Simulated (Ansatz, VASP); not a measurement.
**Al: VASP beside Ansatz**

The input INCAR:

```
PREC = Accurate
ENCUT = 520
EDIFF = 1E-6
ISMEAR = 0
SIGMA = 0.15
LREAL = False
LASPH = True
NELM = 60
ALGO = Fast
ISIF = 2
LWAVE = False
LCHARG = False
GGA = PE
NBANDS = 8
```

Contents of KPOINTS:

```
Automatic mesh
0
Gamma
  20 20 20
```

Contents of POSCAR:

```
Al
1.0
   -0.1011990000      2.0239800000      2.0239800000
    2.0239800000     -0.1011990000      2.0239800000
    1.9227810000      1.9227810000      0.0000000000
Al
1
Direct
    0.0000000000      0.0000000000      0.0000000000
```

Input for Ansatz:

```yaml
crystal:
  lattice:
    - [-0.101199, 2.02398, 2.02398]
    - [2.02398, -0.101199, 2.02398]
    - [1.922781, 1.922781, 0.0]
  atoms:
    - { symbol: Al, position: [0.0, 0.0, 0.0] }
basis:
  ecutwfc: 420
kpoints:
  mp_grid: { grid: [20, 20, 20] }
hamiltonian:
  xc: pbe
scf:
  occupations: { method: gaussian, width: 0.15 }
output:
  forces: true
  stress: true
  eigenvalues: true
```

Change from the starting cell: strain -0.1000 x Voigt [0, 0, 0, 0, 0, 1], atoms carried along.

Alike in both runs: task single point; functional PBE; k mesh 20 × 20 × 20; occupations gaussian, width 0.15 eV; no spin polarisation.

|  | VASP | Ansatz |
| --- | --- | --- |
| version | VASP 6.6.1 | Ansatz 0.2.0 |
| potentials or method | VASP PAW PBE potentials, release 64 (Al), cutoff 520 eV | scalar-relativistic, plane waves, PAW |
| valence electrons in the cell | 3 | 3 |

```csv
,VASP,Ansatz,Ansatz less VASP
gap on the k mesh at the Fermi level (eV),none,none,-
pressure (GPa),0.5,0.6,+0.03
"traceless stress, the component that is largest in VASP (GPa)",3.56,3.57,+0.010
```

A gap of «none» marks a metal or a gap that the smearing closes.
